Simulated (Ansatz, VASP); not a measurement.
# One calculation of Ga, two programs

INCAR

```
SYSTEM = Ga
PREC = Accurate ; ENCUT = 520
EDIFF = 1E-6 ; ISMEAR = -1
SIGMA = 0.05 ; LREAL = .False.
LASPH = .True. ; NELM = 80
ALGO = Fast ; ISIF = 2
LWAVE = .False. ; LCHARG = .True.
GGA = PS ; LELF = .True.
LVHAR = .True. ; NBANDS = 34
```

The input KPOINTS:

```
Automatic mesh
0
Gamma
  7 7 6
  0 0 0
```

Contents of POSCAR:

```
Ga
1.0
    3.8169566100     -2.3266295500      0.0000000000
    3.8169566100      2.3266295500      0.0000000000
    0.0000000000      0.0000000000      4.4882540000
Ga
4
Direct
    0.6624370000      0.0155300000      0.2406490000
    0.0008360000      0.6704610000      0.7494550000
    0.3258820000      0.9870640000      0.7457760000
    0.9896990000      0.3329120000      0.2453480000
```

Contents of input.yaml:

```yaml
crystal:
  lattice:
    - [3.81695661, -2.32662955, 0.0]
    - [3.81695661, 2.32662955, 0.0]
    - [0.0, 0.0, 4.488254]
  atoms:
    - { symbol: Ga, position: [0.662437, 0.01553, 0.240649] }
    - { symbol: Ga, position: [0.000836, 0.670461, 0.749455] }
    - { symbol: Ga, position: [0.325882, 0.987064, 0.745776] }
    - { symbol: Ga, position: [0.989699, 0.332912, 0.245348] }
kpoints:
  mp_grid: { grid: [7, 7, 6] }
scf:
  occupations: { method: fermi_dirac, width: 0.05 }
hamiltonian:
  xc: pbesol
  pseudopotentials: { kind: all_electron, lapw: { basis_error: 0.001 } }
output:
  forces: true
  stress: true
  eigenvalues: true
  populations: true
```

Change from the starting cell: atoms moved at random, drawn with an rms of 0.05 Å.

Alike in both runs: task single point; functional PBEsol; k mesh 7 × 7 × 6; occupations fermi-dirac, width 0.05 eV; no spin polarisation.

|  | VASP | Ansatz |
| --- | --- | --- |
| version | VASP 6.6.1 | Ansatz 0.2.0 |
| potentials or method | VASP PAW PBE potentials, release 64 (Ga_d), cutoff 520 eV | all-electron LAPW, scalar-relativistic |

Ansatz gave:

```
gap on the k mesh at the Fermi level (eV)                     : none
pressure (GPa)                                                : 0.0
traceless stress, the component that is largest in VASP (GPa) : 1.30
rms of the force components (eV/Å)                            : 0.149
```

**Question.** What did VASP give for the same quantities?

**Answer.** gap on the k mesh at the Fermi level (eV): none; pressure (GPa): -0.1; traceless stress, the component that is largest in VASP (GPa): 1.29; rms of the force components (eV/Å): 0.148.

VASP's potentials were made for PBE, not for PBEsol. Atom by atom the forces differ by 0.002 eV/Å (rms over components). A gap of «none» marks a metal or a gap that the smearing closes. Ansatz ran all-electron here, and VASP with PAW potentials.
